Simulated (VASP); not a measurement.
# Ag: single point with PBEsol

The system is Ag.

```
CELL_PARAMETERS angstrom
-1.61426 1.61426 1.69705
1.61426 -1.61426 1.69705
1.61426 1.61426 -1.69705
ATOMIC_POSITIONS crystal
Ag 0.00000 0.00000 0.00000
```

This cell differs from its parent crystal: strain -0.025 along x and y, +0.025 along z.

| Item | Value |
| --- | --- |
| Program | VASP 6.6.1 |
| Task | single point |
| Functional | PBEsol |
| Potentials or basis | VASP PAW PBE potentials, release 64 (Ag) |
| Cutoff | 520 eV |
| k mesh | 20 × 20 × 20 |
| Occupations | gaussian, width 0.15 eV |
| Spin | no spin polarisation |
| Dipole correction | no |
| Further INCAR settings | ALGO = Normal; EDIFF = 1e-06; NBANDS = 12 |

The pressure is -5.4 GPa.

Stress tensor (GPa, compression positive):
```
-5.69  0.00  0.00
 0.00 -5.69  0.00
 0.00  0.00 -4.89
```

Levels at points of the mesh, in eV from the Fermi level:
```csv
k point,band 4,band 5,band 6,band 7,band 8,band 9
"(0.00, 0.00, 0.00)",-4.61,-3.62,-3.39,17.28,18.06,18.06
"(0.50, 0.00, 0.00)",-3.36,-2.56,-0.14,3.77,13.44,14.49
"(0.50, 0.50, 0.00)",-3.30,-2.51,0.15,4.25,12.65,13.38
"(0.50, 0.50, 0.50)",-2.75,-2.75,5.81,7.22,7.22,11.71
```

Run time: 31 s on 1 thread of Intel(R) Xeon(R) 6975P-C (Granite Rapids), on a shared host, peak memory 0.25 GiB.

Caveat: the cell differs from its parent crystal (strain -0.025 along x and y, +0.025 along z); the PAW data sets were made with another functional, which shifts forces and pressure a little.
